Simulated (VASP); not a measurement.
# PbSe (Pm-3m) in VASP: notebook

Runs on PbSe. Level: PBEsol. Tasks: single point.

All numbers are computed with VASP 6.6.1; they aren't measurements. Logs are shortened: lines on timing, memory, paths and dates and some standing lists are left out, and cuts for length are marked.

## Step 1: The cell of the first run

It takes space group Pm-3m (No. 221, cubic). Conventional cell: a = 3.707 Å, b = 3.707 Å, c = 3.707 Å, α = 90.00°, β = 90.00°, γ = 90.00°. Pb (site symmetry m-3m) has 8 Se at 3.21 Å and 6 Pb at 3.71 Å within 4.2 Å. Within 4.2 Å of Se (site symmetry m-3m) lie 8 Pb at 3.21 Å and 6 Se at 3.71 Å.

## Step 2: Single point, PBEsol

INCAR reads:

```
ALGO = Normal
EDIFF = 1E-6
ENCUT = 500
GGA = PS
GGA_COMPAT = False
ISIF = 2
ISMEAR = -1
LASPH = True
LCHARG = False
LREAL = False
LWAVE = False
NBANDS = 17
NELM = 120
PREC = Accurate
SIGMA = 0.1
```

KPOINTS reads:

```
k-points
0
Gamma
  6 6 6
```

POSCAR reads:

```
PbSe
1.0
    3.7070692621      0.0000000000      0.0000000000
    0.0000000000      3.7070692621      0.0000000000
    0.0000000000      0.0000000000      3.7070692621
Pb Se
1 1
Direct
    0.0000000000      0.0000000000      0.0000000000
    0.5000000000      0.5000000000      0.5000000000
```

Potentials or basis: VASP PAW PBE potentials, release 64 (Pb_d, Se).

On the command line:

```
cat potpaw_PBE.64/Pb_d/POTCAR potpaw_PBE.64/Se/POTCAR > POTCAR
mpirun -np 1 vasp_std > vasp.out
```

OUTCAR:

```text
EDIFF = 1E-6
   ENCUT = 500
   GGA = PS
   ISIF = 2
   ISMEAR = -1
   LASPH = True
   LREAL = False
   NELM = 120
   PREC = Accurate

 ion  position               nearest neighbor table
   1  0.000  0.000  0.000-   2 3.21   2 3.21   2 3.21   2 3.21   2 3.21   2 3.21   2 3.21   2 3.21

   2  0.500  0.500  0.500-   1 3.21   1 3.21   1 3.21   1 3.21   1 3.21   1 3.21   1 3.21   1 3.21

  LATTYP: Found a simple cubic cell.
 ALAT       =     3.7070692621

  Lattice vectors:

 A1 = (   3.7070692621,   0.0000000000,   0.0000000000)
 A2 = (   0.0000000000,   3.7070692621,   0.0000000000)
 A3 = (   0.0000000000,   0.0000000000,   3.7070692621)

Analysis of symmetry for initial positions (statically):
=====================================================================
 Subroutine PRICEL returns:
 Original cell was already a primitive cell.

 Routine SETGRP: Setting up the symmetry group for a
 simple cubic supercell.

 Subroutine GETGRP returns: Found 48 space group operations
 (whereof 48 operations were pure point group operations)
 out of a pool of 48 trial point group operations.

The static configuration has the point symmetry O_h .

Analysis of symmetry for dynamics (positions and initial velocities):
=====================================================================
 Subroutine PRICEL returns:
 Original cell was already a primitive cell.

 Routine SETGRP: Setting up the symmetry group for a
 simple cubic supercell.

 Subroutine GETGRP returns: Found 48 space group operations
 (whereof 48 operations were pure point group operations)
 out of a pool of 48 trial point group operations.

The dynamic configuration has the point symmetry O_h .

 Subroutine INISYM returns: Found 48 space group operations
 (whereof 48 operations are pure point group operations),
 and found     1 'primitive' translations

----------------------------------------------------------------------------------------

                                     Primitive cell

  volume of cell :      50.9439

  direct lattice vectors                    reciprocal lattice vectors
     3.707069262  0.000000000  0.000000000     0.269754874  0.000000000  0.000000000
     0.000000000  3.707069262  0.000000000     0.000000000  0.269754874  0.000000000
     0.000000000  0.000000000  3.707069262     0.000000000  0.000000000  0.269754874

[... 74 lines left out ...]
   LSORBIT =      F    spin-orbit coupling
   LASPH  =      T    aspherical Exc in radial PAW
   ENCUT  =  500.0 eV  36.75 Ry    6.06 a.u.   6.76  6.76  6.76*2*pi/ulx,y,z
   NELM   =    120;   NELMIN=  2; NELMDL= -5     # of ELM steps
   EDIFF  = 0.1E-05   stopping-criterion for ELM
   LREAL  =      F    real-space projection
   EDIFFG = 0.1E-04   stopping-criterion for IOM
   NSW    =      0    number of steps for IOM
   IBRION =     -1    ionic relax: 0-MD 1-quasi-New 2-CG
   NFREE  =      0    steps in history (QN), initial steepest desc. (CG)
   ISIF   =      2    stress and relaxation
   ISYM   =      2    0-nonsym 1-usesym 2-fastsym
   POTIM  = 0.5000    time-step for ionic-motion
   TEBEG  =    0.0;   TEEND  =   0.0 temperature during run
   PSTRESS=    0.0 pullay stress
   NELECT =      20.0000    total number of electrons
   NUPDOWN=      -1.0000    fix difference up-down
   EMIN   =  10.00;   EMAX   =-10.00  energy-range for DOS
   EFERMI =   0.00;   METHOD = LEGACY
   ISMEAR =    -1;   SIGMA  =   0.10  broadening in eV -4-tet -1-fermi 0-gaus
   EFERMI_NEDOS =   21; number of points for ismear=-14 and -15
   IALGO  =     38    algorithm
   IMIX   =      4    mixing-type and parameters
     AMIX     =   0.40;   BMIX     =  1.00
     AMIX_MAG =   1.60;   BMIX_MAG =  1.00
  volume/ion in A,a.u.               =      25.47       171.89
  Fermi-wavevector in a.u.,A,eV,Ry     =   1.198728  2.265268 19.550889  1.436950
  Thomas-Fermi vector in A             =   2.334610
   LORBIT       =      0    0 simple, 1 ext, 2 COOP (PROOUT), +10 PAW based schemes
   GGA     = PS    functional components
   LHFCALC =     F    Hartree Fock is set to
   AEXX    =    0.0000 exact exchange contribution
   IVDW    =     0    specifies the selected vdW correction
   LEPSILON=     F    determine dielectric tensor
   LRPA    =     F    only Hartree local field effects (RPA)
 non-spin polarized calculation
  energy-cutoff  :      500.00
  volume of cell :       50.94
 maximum number of plane-waves:      1328
 NGX is ok and might be reduce to    28
   NGX = 13   NGY = 13   NGZ = 13

 number of electron      19.9999999 magnetization

 Free energy of the ion-electron system (eV)
  ---------------------------------------------------
  ext. energy  EPLUGINS =         0.00000000
  ---------------------------------------------------
  free energy    TOTEN  =        -8.51577493 eV

  energy without entropy =       -8.48546516  energy(sigma->0) =       -8.50062005

 E-fermi :   5.8711     XC(G=0): -10.4155

 val. band max:        5.8106519960   @ k =   0.5000   0.5000   0.0000
 cond. band min:       5.9541302484   @ k =   0.5000   0.0000   0.0000
 fundamental gap:      0.1434782524
 Fermi energy:         5.8711417623

 k-point     1 :       0.0000    0.0000    0.0000
  band No.  band energies     occupation
      1     -10.9617      2.00000
      2     -10.9617      2.00000
      3     -10.7794      2.00000
      4     -10.7794      2.00000
      5     -10.7794      2.00000
      6      -7.7885      2.00000
[... 377 lines left out ...]
      4     -10.7215      2.00000
      5     -10.7215      2.00000
      6      -5.5537      2.00000
[... 9 lines left out ...]
     16      20.2011      0.00000
     17      23.6395      0.00000

------------------------ aborting loop because EDIFF is reached ----------------------------------------

  FORCE on cell =-STRESS in cart. coord.  units (eV):
  Direction    XX          YY          ZZ          XY          YZ          ZX
  --------------------------------------------------------------------------------------
  -------------------------------------------------------------------------------------
  Total       -0.0488504     -0.0488504     -0.0488504     -0.0000000      0.0000000     -0.0000000
  in kB       -1.5363368     -1.5363368     -1.5363368     -0.0000000      0.0000000     -0.0000000
  external PRESSURE =      -1.5363368 kB  Pullay stress =       0.0000000 kB

 VOLUME and BASIS-vectors are now :
 -----------------------------------------------------------------------------
  energy-cutoff  :      500.00
  volume of cell :       50.94
      direct lattice vectors                 reciprocal lattice vectors
     3.707069262  0.000000000  0.000000000     0.269754874  0.000000000  0.000000000
     0.000000000  3.707069262  0.000000000     0.000000000  0.269754874  0.000000000
     0.000000000  0.000000000  3.707069262     0.000000000  0.000000000  0.269754874

 POSITION                                       TOTAL-FORCE (eV/Angst)
 -----------------------------------------------------------------------------------
      0.00000      0.00000      0.00000         0.000000      0.000000      0.000000
      1.85353      1.85353      1.85353         0.000000      0.000000      0.000000
 -----------------------------------------------------------------------------------
    total drift:                               -0.000000      0.000000     -0.000000

  FREE ENERGIE OF THE ION-ELECTRON SYSTEM (eV)
  ---------------------------------------------------
  free  energy   TOTEN  =        -8.5157749347 eV

  energy  without entropy=       -8.4854651631  energy(sigma->0) =       -8.50062005
```

OSZICAR:

```text
N       E                     dE             d eps       ncg     rms          rms(c)
DAV:   1     0.154078825783E+03    0.15408E+03   -0.94902E+03   680   0.119E+03
DAV:   2     0.202419228738E+01   -0.15205E+03   -0.14657E+03   690   0.307E+02
DAV:   3    -0.863369746067E+01   -0.10658E+02   -0.10525E+02   864   0.865E+01
DAV:   4    -0.885813234670E+01   -0.22443E+00   -0.22420E+00   886   0.133E+01
DAV:   5    -0.886491614631E+01   -0.67838E-02   -0.67829E-02   973   0.232E+00    0.280E+00
DAV:   6    -0.852281743999E+01    0.34210E+00   -0.80021E-01  1062   0.702E+00    0.155E+00
DAV:   7    -0.851825546674E+01    0.45620E-02   -0.67176E-02   787   0.136E+00    0.854E-01
DAV:   8    -0.851636785555E+01    0.18876E-02   -0.10284E-02   855   0.933E-01    0.124E-01
DAV:   9    -0.851582700181E+01    0.54085E-03   -0.36420E-03  1003   0.454E-01    0.568E-02
DAV:  10    -0.851579355548E+01    0.33446E-04   -0.56625E-04   996   0.178E-01    0.250E-02
DAV:  11    -0.851577437508E+01    0.19180E-04   -0.76629E-05   909   0.620E-02    0.266E-03
DAV:  12    -0.851577493475E+01   -0.55966E-06   -0.57611E-06   781   0.159E-02
   1 F= -.85157749E+01 E0= -.85006200E+01  d E =-.303098E-01
```

stdout:

```text
POSCAR found type information on POSCAR PbSe
 POSCAR found :  2 types and       2 ions
 scaLAPACK will be used
 -----------------------------------------------------------------------------
|                                                                             |
|                                                                             |
|     You enforced a specific xc type in the INCAR file but a different       |
|     I HOPE YOU KNOW WHAT YOU ARE DOING!                                     |
|                                                                             |
 -----------------------------------------------------------------------------

 LDA part: xc-table for (Slater+PW92), standard interpolation
 POSCAR, INCAR and KPOINTS ok, starting setup
 FFT: planning ... GRIDC
 FFT: planning ... GRID_SOFT
 FFT: planning ... GRID
 WAVECAR not read
 entering main loop
```

Wall time 6.9 s (1 thread of Intel Xeon 6975P-C (Granite Rapids), shared host); peak memory 0.16 GiB.

Results:

* Free energy: -8.5158 eV
* Pressure: -0.2 GPa
* Band gap on the k mesh: zero (band 10 reaches 6.05 eV, above the bottom of band 11 at 5.04 eV)

Caveat: the PAW data sets were made with another functional, which shifts forces and pressure a little; spin-orbit coupling is left out, which moves the levels of the heavy elements.

(Continued in part 2 of 2.)
